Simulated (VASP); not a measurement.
# Ga2SiS (P-6m2) in VASP: further runs

Ga2SiS is run at these levels: PBE; tasks: single point, relaxation of cell and atoms.

Program: VASP 6.6.1. These are calculated values, not measurements. Logs are shortened: lines on timing, memory, paths and dates and some standing lists are left out, and cuts for length are marked.

## (1) The cell of the first run

Symmetry: P-6m2, No. 187, hexagonal system. The conventional cell has a = 3.743 Å, b = 3.743 Å, c = 5.152 Å, α = 90.00°, β = 90.00°, γ = 120.00°. Ga (site symmetry 3m) has 2 Ga at 2.44 to 2.72 Å and 3 S at 2.48 Å and 3 Si at 2.55 Å within 3.2 Å. Within 3.4 Å of Si (site symmetry -6m2) lie 6 Ga at 2.55 Å and 6 S at 3.36 Å. S (site symmetry -6m2) has 6 Ga at 2.48 Å within 3.3 Å.

## (2) Single point, PBE

INCAR

```
PREC = Accurate
ENCUT = 520
EDIFF = 1E-6
ISMEAR = 0
SIGMA = 0.1
LREAL = F
LASPH = T
NELM = 60
ALGO = Normal
ISIF = 2
LWAVE = F
LCHARG = F
GGA = PE
NBANDS = 26
```

KPOINTS

```
regular mesh
0
Gamma
  6 6 4
```

POSCAR

```
Ga2SiS
1.0
    3.7430021600      0.0000000000      0.0000000000
   -1.8715010800      3.2415349600      0.0000000000
    0.0000000000      0.0000000000      5.1517121300
Ga Si S
2 1 1
Direct
    0.6666666700      0.3333333300      0.2363359900
    0.6666666700      0.3333333300      0.7636640100
    0.0000000000      0.0000000000      0.5000000000
    0.3333333300      0.6666666700      0.0000000000
```

Potentials or basis: VASP PAW PBE potentials, release 64 (Ga_d, Si, S).

On the command line:

```sh
cat potpaw_PBE.64/Ga_d/POTCAR potpaw_PBE.64/Si/POTCAR potpaw_PBE.64/S/POTCAR > POTCAR
mpirun -np 1 vasp_std > vasp.out
```

OUTCAR:

```text
PREC = Accurate
   ENCUT = 520
   EDIFF = 1E-6
   ISMEAR = 0
   LREAL = F
   LASPH = T
   NELM = 60
   ISIF = 2
   GGA = PE

 ion  position               nearest neighbor table
   1  0.667  0.333  0.236-   2 2.44   4 2.48   4 2.48   4 2.48   3 2.55   3 2.55   3 2.55   2 2.72

   2  0.667  0.333  0.764-   1 2.44   4 2.48   4 2.48   4 2.48   3 2.55   3 2.55   3 2.55   1 2.72

   3  0.000  0.000  0.500-   1 2.55   2 2.55   1 2.55   2 2.55   1 2.55   2 2.55
   4  0.333  0.667  0.000-   1 2.48   2 2.48   1 2.48   2 2.48   1 2.48   2 2.48

  LATTYP: Found a hexagonal cell.
 ALAT       =     3.7430021600
 C/A-ratio  =     1.3763583107

  Lattice vectors:

 A1 = (   3.7430021600,   0.0000000000,   0.0000000000)
 A2 = (  -1.8715010800,   3.2415349600,   0.0000000000)
 A3 = (   0.0000000000,   0.0000000000,   5.1517121300)

Analysis of symmetry for initial positions (statically):
=====================================================================
 Subroutine PRICEL returns:
 Original cell was already a primitive cell.

 Routine SETGRP: Setting up the symmetry group for a
 hexagonal supercell.

 Subroutine GETGRP returns: Found 12 space group operations
 (whereof 12 operations were pure point group operations)
 out of a pool of 24 trial point group operations.

The static configuration has the point symmetry D_3h.

Analysis of symmetry for dynamics (positions and initial velocities):
=====================================================================
 Subroutine PRICEL returns:
 Original cell was already a primitive cell.

 Routine SETGRP: Setting up the symmetry group for a
 hexagonal supercell.

 Subroutine GETGRP returns: Found 12 space group operations
 (whereof 12 operations were pure point group operations)
 out of a pool of 24 trial point group operations.

The dynamic configuration has the point symmetry D_3h.

 Subroutine INISYM returns: Found 12 space group operations
 (whereof 12 operations are pure point group operations),
 and found     1 'primitive' translations

----------------------------------------------------------------------------------------

                                     Primitive cell

  volume of cell :      62.5061

  direct lattice vectors                    reciprocal lattice vectors
     3.743002160  0.000000000  0.000000000     0.267165221  0.154247912  0.000000000
    -1.871501080  3.241534960  0.000000000     0.000000000  0.308495824  0.000000000
     0.000000000  0.000000000  5.151712130     0.000000000  0.000000000  0.194110225

  length of vectors
     3.743002160  3.743002163  5.151712130     0.308495825  0.308495824  0.194110225

  position of ions in fractional coordinates (direct lattice)
     0.666666670  0.333333330  0.236335990
     0.666666670  0.333333330  0.763664010
     0.000000000  0.000000000  0.500000000
     0.333333330  0.666666670  0.000000000

  ion indices of the primitive-cell ions
   primitive index   ion index
                 1           1
                 2           2
                 3           3
                 4           4

----------------------------------------------------------------------------------------

 KPOINTS: regular mesh

Automatic generation of k-mesh.
 Grid dimensions read from file:
 generate k-points for:    6    6    4

 Generating k-lattice:

  Cartesian coordinates                     Fractional coordinates (reciprocal lattice)
     0.044527537  0.025707985  0.000000000     0.166666667  0.000000000  0.000000000
     0.000000000  0.051415971  0.000000000     0.000000000  0.166666667  0.000000000
     0.000000000  0.000000000  0.048527556     0.000000000  0.000000000  0.250000000

  Length of vectors
     0.051415971  0.051415971  0.048527556

  Shift w.r.t. Gamma in fractional coordinates (k-lattice)
     0.000000000  0.000000000  0.000000000

 Subroutine IBZKPT returns following result:
 ===========================================

 Found     21 irreducible k-points:

 Following reciprocal coordinates:
            Coordinates               Weight
  0.000000  0.000000  0.000000      1.000000
  0.166667 -0.000000  0.000000      6.000000
  0.333333 -0.000000  0.000000      6.000000
  0.500000  0.000000  0.000000      3.000000
  0.166667  0.166667  0.000000      6.000000
  0.333333  0.166667  0.000000     12.000000
[... 13 lines left out ...]
  0.333333  0.166667  0.500000     12.000000
  0.333333  0.333333  0.500000      2.000000
   k-points           NKPTS =     21   k-points in BZ     NKDIM =     21   number of bands    NBANDS=     26
   number of dos      NEDOS =    301   number of ions     NIONS =      4
   total plane-waves  NPLWV =  31360
   dimension x,y,z NGX =    28 NGY =   28 NGZ =   40
   dimension x,y,z NGXF=    56 NGYF=   56 NGZF=   80
   ions per type =               2   1   1
   NGX,Y,Z   is equivalent  to a cutoff of  12.44, 12.44, 12.91 a.u.
   NGXF,Y,Z  is equivalent  to a cutoff of  24.87, 24.87, 25.82 a.u.
 SYSTEM =  unknown system
[... 62 lines left out ...]
 fundamental gap:      0.0482285727
 Fermi energy:         8.1330721829

 k-point     1 :       0.0000    0.0000    0.0000
  band No.  band energies     occupation
      1      -7.9822      2.00000
      2      -7.6029      2.00000
      3      -7.4184      2.00000
      4      -7.4184      2.00000
      5      -7.1994      2.00000
      6      -7.1994      2.00000
[... 18 lines left out ...]
     25      15.0456      0.00000
     26      15.0458      0.00000

 k-point     2 :       0.1667   -0.0000    0.0000
  band No.  band energies     occupation
      1      -7.9067      2.00000
      2      -7.6162      2.00000
      3      -7.4215      2.00000
      4      -7.2814      2.00000
      5      -7.1829      2.00000
      6      -7.1443      2.00000
[... 18 lines left out ...]
     25      13.9828      0.00000
     26      15.7451      0.00000

 k-point     3 :       0.3333   -0.0000    0.0000
  band No.  band energies     occupation
      1      -7.8834      2.00000
      2      -7.6267      2.00000
      3      -7.4286      2.00000
      4      -7.2536      2.00000
      5      -7.1588      2.00000
      6      -7.1480      2.00000
[... 18 lines left out ...]
     25      16.4518      0.00000
     26      17.1365      0.00000

 k-point     4 :       0.5000    0.0000    0.0000
  band No.  band energies     occupation
      1      -7.8982      2.00000
      2      -7.6272      2.00000
      3      -7.4326      2.00000
      4      -7.2602      2.00000
      5      -7.1666      2.00000
      6      -7.1298      2.00000
[... 18 lines left out ...]
     25      17.1459      0.00000
     26      18.6659      0.00000

 k-point     5 :       0.1667    0.1667    0.0000
  band No.  band energies     occupation
      1      -7.8756      2.00000
      2      -7.6252      2.00000
      3      -7.4363      2.00000
      4      -7.2396      2.00000
      5      -7.1729      2.00000
      6      -7.1488      2.00000
[... 18 lines left out ...]
     25      16.1647      0.00000
     26      16.2393      0.00000

 k-point     6 :       0.3333    0.1667    0.0000
  band No.  band energies     occupation
      1      -7.8847      2.00000
      2      -7.6270      2.00000
      3      -7.4542      2.00000
      4      -7.2407      2.00000
      5      -7.1545      2.00000
      6      -7.1531      2.00000
[... 340 lines left out ...]
 k-point    18 :       0.5000    0.0000    0.5000
  band No.  band energies     occupation
      1      -7.8385      2.00000
      2      -7.3973      2.00000
      3      -7.3278      2.00000
      4      -7.2522      2.00000
      5      -7.2038      2.00000
      6      -7.1738      2.00000
[... 18 lines left out ...]
     25      16.4915      0.00000
     26      17.2204      0.00000

 k-point    19 :       0.1667    0.1667    0.5000
  band No.  band energies     occupation
      1      -7.8112      2.00000
      2      -7.4041      2.00000
      3      -7.3284      2.00000
      4      -7.2223      2.00000
      5      -7.1824      2.00000
      6      -7.1818      2.00000
[... 18 lines left out ...]
     25      15.6062      0.00000
     26      16.1656      0.00000

 k-point    20 :       0.3333    0.1667    0.5000
  band No.  band energies     occupation
      1      -7.8346      2.00000
      2      -7.3971      2.00000
      3      -7.3375      2.00000
      4      -7.2405      2.00000
      5      -7.1848      2.00000
      6      -7.1824      2.00000
[... 18 lines left out ...]
     25      15.0955      0.00000
     26      16.5648      0.00000

 k-point    21 :       0.3333    0.3333    0.5000
  band No.  band energies     occupation
      1      -7.8383      2.00000
      2      -7.3945      2.00000
      3      -7.3478      2.00000
      4      -7.2347      2.00000
      5      -7.1920      2.00000
      6      -7.1607      2.00000
[... 18 lines left out ...]
     25      15.3245      0.00000
     26      16.1551      0.00000

------------------------ aborting loop because EDIFF is reached ----------------------------------------

  FORCE on cell =-STRESS in cart. coord.  units (eV):
  Direction    XX          YY          ZZ          XY          YZ          ZX
  --------------------------------------------------------------------------------------
  -------------------------------------------------------------------------------------
  Total        5.7521570      5.7521571     13.6581519      0.0000000      0.0000000     -0.0000000
  in kB      147.4412288    147.4412291    350.0903550      0.0000000      0.0000000     -0.0000000
  external PRESSURE =     214.9909377 kB  Pullay stress =       0.0000000 kB

 VOLUME and BASIS-vectors are now :
 -----------------------------------------------------------------------------
  energy-cutoff  :      520.00
  volume of cell :       62.51
      direct lattice vectors                 reciprocal lattice vectors
     3.743002160  0.000000000  0.000000000     0.267165221  0.154247912  0.000000000
    -1.871501080  3.241534960  0.000000000     0.000000000  0.308495824  0.000000000
     0.000000000  0.000000000  5.151712130     0.000000000  0.000000000  0.194110225

 POSITION                                       TOTAL-FORCE (eV/Angst)
 -----------------------------------------------------------------------------------
      1.87150      1.08051      1.21753         0.000000     -0.000000      2.619731
      1.87150      1.08051      3.93418         0.000000     -0.000000     -2.619731
      0.00000      0.00000      2.57586        -0.000000     -0.000000      0.000000
     -0.00000      2.16102      0.00000        -0.000000      0.000000      0.000000
 -----------------------------------------------------------------------------------
    total drift:                               -0.000006      0.000003     -0.000000

  FREE ENERGIE OF THE ION-ELECTRON SYSTEM (eV)
  ---------------------------------------------------
  free  energy   TOTEN  =       -13.4364531342 eV

  energy  without entropy=      -13.4243045855  energy(sigma->0) =      -13.43037886
```

Wall time 22 s (1 thread of AMD EPYC 7R13 (Zen 3), shared host); peak memory 0.16 GiB.

Results:

| Quantity | Value |
| --- | --- |
| Free energy | -13.4365 eV |
| Pressure | 21.5 GPa |
| Largest force | 2.620 eV/Å |
| Band gap on the k mesh | zero (band 18 reaches 8.85 eV, above the bottom of band 19 at 5.65 eV) |

Forces in eV/Å, atoms in the order of the input:
```
Ga   0.000  0.000  2.620
Ga   0.000  0.000 -2.620
Si   0.000  0.000  0.000
S    0.000  0.000  0.000
```

Levels at points of the mesh, in eV from the Fermi level:
```
           k point  band 15  band 16  band 17  band 18  band 19  band 20  band 21  band 22
(0.00, 0.00, 0.00)    -3.86    -2.02    -0.03    -0.03     0.49     2.58     4.45     4.45
(0.50, 0.00, 0.00)    -5.53    -5.36    -3.83    -0.13     0.21     1.48     2.49     2.64
(0.00, 0.00, 0.50)    -3.75    -3.60     0.09     0.63     0.63     2.40     2.40     2.77
(0.50, 0.00, 0.50)    -4.98    -2.68    -2.29    -1.57     0.68     2.16     3.33     3.83
```

Caveat: forces of over 1 eV/Å act on the atoms, so gaps and moduli don't describe the material at rest.

## (3) Single point, PBE

This run uses another cell than the first one, of 18.25 Å³/atom, 1.168 times its volume.

INCAR

```
PREC = Accurate ; ENCUT = 520
EDIFF = 1E-7 ; ISMEAR = 0
SIGMA = 0.1 ; LREAL = False
LASPH = True ; NELM = 100
ALGO = Normal ; ISIF = 2
LWAVE = False ; LCHARG = False
GGA = PE ; NBANDS = 26
```

KPOINTS

```
Automatic mesh
0
Gamma
  6 6 4
```

POSCAR

```
Ga2SiS
1.0
    3.5680251164      0.0000000000      0.0000000000
   -1.7840125582      3.0900003921      0.0000000000
    0.0000000000      0.0000000000      6.6214306244
Ga Si S
2 1 1
Direct
    0.6666666667      0.3333333333      0.2516241018
    0.6666666667      0.3333333333      0.7483758982
    0.0000000000      0.0000000000      0.5000000000
    0.3333333333      0.6666666667      0.0000000000
```

Potentials or basis: VASP PAW PBE potentials, release 64 (Ga_d, Si, S).

On the command line:

```sh
cat potpaw_PBE.64/Ga_d/POTCAR potpaw_PBE.64/Si/POTCAR potpaw_PBE.64/S/POTCAR > POTCAR
mpirun -np 1 vasp_std > vasp.out
```

It took 30 s on 1 thread of AMD EPYC 7R13 (Zen 3), shared host; peak memory 0.17 GiB.

Results (log left out):

```yaml
Free_energy: -15.3228 eV
Pressure: 0.1 GPa
Largest_force: 0.005 eV/Å
Band_gap_on_the_k_mesh: zero (band 18 reaches 8.32 eV, above the bottom of band 19 at 3.72 eV)
```

Forces on the atoms (eV/Å):
```
Ga   0.000  0.000  0.005
Ga   0.000  0.000 -0.005
Si   0.000  0.000  0.000
S    0.000  0.000  0.000
```

Stress tensor (GPa, compression positive):
```
0.06 0.00 0.00
0.00 0.06 0.00
0.00 0.00 0.18
```

Levels at points of the mesh, in eV from the Fermi level:
| k point | band 16 | band 17 | band 18 | band 19 | band 20 | band 21 |
| --- | --- | --- | --- | --- | --- | --- |
| (0.00, 0.00, 0.00) | -1.52 | -0.49 | 2.22 | 2.22 | 4.63 | 5.53 |
| (0.50, 0.00, 0.00) | -4.14 | -2.79 | 0.71 | 0.71 | 1.67 | 3.18 |
| (0.00, 0.00, 0.50) | -1.50 | 2.10 | 2.32 | 2.32 | 3.50 | 5.04 |
| (0.50, 0.00, 0.50) | -2.65 | -1.72 | -1.47 | -0.15 | -0.01 | 3.40 |

## (4) Relaxation of cell and atoms, PBE

INCAR

```
SYSTEM = Ga2SiS
ALGO     = Normal         ! electronic algorithm
EDIFF    = 1E-6           ! SCF threshold, eV
EDIFFG   = -0.04          ! ionic threshold
ENCUT    = 600            ! plane-wave cutoff, eV
GGA      = PE             ! functional
IBRION   = 2              ! ionic algorithm
ISIF     = 3              ! what is computed and relaxed
ISMEAR   = 0              ! smearing method
LASPH    = .True.         ! aspherical terms in the spheres
LCHARG   = .False.        ! write CHGCAR
LREAL    = .False.        ! projectors in reciprocal space
LWAVE    = .False.        ! write WAVECAR
NELM     = 80             ! most SCF steps
NSW      = 90             ! ionic steps
PREC     = Accurate       ! precision mode
SIGMA    = 0.1            ! smearing width, eV
```

KPOINTS

```
k-points
0
Gamma
  6 6 4
  0 0 0
```

POSCAR

```
Ga2SiS
1.0
    3.7430021600      0.0000000000      0.0000000000
   -1.8715010800      3.2415349600      0.0000000000
    0.0000000000      0.0000000000      5.1517121300
Ga Si S
2 1 1
Direct
    0.6666666700      0.3333333300      0.2363359900
    0.6666666700      0.3333333300      0.7636640100
    0.0000000000      0.0000000000      0.5000000000
    0.3333333300      0.6666666700      0.0000000000
```

On the command line:

```sh
cat potpaw_PBE.64/Ga_d/POTCAR potpaw_PBE.64/Si/POTCAR potpaw_PBE.64/S/POTCAR > POTCAR
mpirun -np 1 vasp_std > vasp.out
```

Run time: 2.9 min. Hardware: 1 thread of AMD EPYC 7R13 (Zen 3), shared host; peak memory 0.18 GiB.

The run converged. Its results:

* Free energy: -15.3164 eV
* Relaxed volume: 18.24 Å³/atom
* Relaxed cell: a = 3.566 Å, b = 3.566 Å, c = 6.623 Å, α = 90.00°, β = 90.00°, γ = 120.00°
* Space group after relaxing (to 0.05 Å): P-6m2 (No. 187)
* Energy gained by relaxing: 470.0 meV/atom
* Ionic steps: 12
* Pressure after relaxing: 0.1 GPa
* Largest force after relaxing: 0.027 eV/Å
* Band gap on the k mesh: zero (band 18 reaches 8.35 eV, above the bottom of band 19 at 3.73 eV)

Forces on the atoms (eV/Å):
```
Ga   0.000  0.000  0.027
Ga   0.000  0.000 -0.027
Si   0.000  0.000  0.000
S    0.000  0.000  0.000
```

Step by step:
```csv
step,energy change (eV),largest force (eV/Å),pressure (GPa),volume (Å³)
1,0.0000,2.6196,21.49,62.51
2,-1.3272,0.1268,-4.90,83.25
3,-1.3601,0.3528,-2.73,79.57
4,-1.6464,0.0010,-2.33,77.56
5,-1.7716,0.4012,-1.43,75.62
6,-1.7887,0.6798,-0.89,74.63
7,-1.8368,0.3989,0.30,73.09
8,-1.8596,0.1125,2.17,71.14
9,-1.8771,0.1465,0.40,72.60
10,-1.8776,0.1153,0.72,72.38
11,-1.8776,0.1208,0.60,72.42
12,-1.8800,0.0274,0.07,72.96
```

Final structure:
```
Ga Si S
1.0
     3.56647    0.00000    0.00000
    -1.78324    3.08866    0.00000
     0.00000    0.00000    6.62340
Ga Si S
2 1 1
Direct
  0.66667 0.33333 0.25124
  0.66667 0.33333 0.74876
  0.00000 0.00000 0.50000
  0.33333 0.66667 0.00000
```

Levels at points of the mesh, in eV from the Fermi level:
| k point | band 14 | band 15 | band 16 | band 17 | band 18 | band 19 | band 20 | band 21 | band 22 |
| --- | --- | --- | --- | --- | --- | --- | --- | --- | --- |
| (0.00, 0.00, 0.00) | -1.60 | -1.53 | -1.53 | -0.50 | 2.24 | 2.24 | 4.62 | 5.53 | 5.53 |
| (0.50, 0.00, 0.00) | -5.16 | -5.05 | -4.15 | -2.80 | 0.71 | 0.72 | 1.66 | 3.18 | 3.19 |
| (0.00, 0.00, 0.50) | -5.24 | -1.51 | -1.51 | 2.09 | 2.33 | 2.33 | 3.50 | 5.03 | 5.03 |
| (0.50, 0.00, 0.50) | -6.52 | -2.73 | -2.67 | -1.72 | -1.48 | -0.16 | 0.00 | 3.39 | 3.55 |

Caveat: the volume moved by over 15 % at a fixed basis, so the end points are rough.

## (5) The runs side by side

```tsv
task	cell	cutoff (eV)	gap on the mesh (eV)	pressure (GPa)	largest force (eV/Å)
single point	a = 3.743, b = 3.743, c = 5.152 Å, angles 90.0, 90.0, 120.0°, 4 atoms	520	none	21.5	2.62
single point	a = 3.568, b = 3.568, c = 6.621 Å, angles 90.0, 90.0, 120.0°, 4 atoms	520	none	0.1	-
relaxation of cell and atoms	relaxed from a = 3.743, b = 3.743, c = 5.152 Å, angles 90.0, 90.0, 120.0°, 4 atoms	600	none	0.1	0.03
```

Alike in all rows: level PBE; potentials or basis VASP PAW PBE potentials, release 64 (Ga_d, Si, S); no spin polarisation; k mesh 6 × 6 × 4; smearing gaussian 0.1 eV.

Caveats: forces of over 1 eV/Å act on the atoms, so gaps and moduli don't describe the material at rest (some runs); the volume moved by over 15 % at a fixed basis, so the end points are rough (some runs).

Total energies depend on the potentials used, so only differences within one code and one set of settings carry meaning.
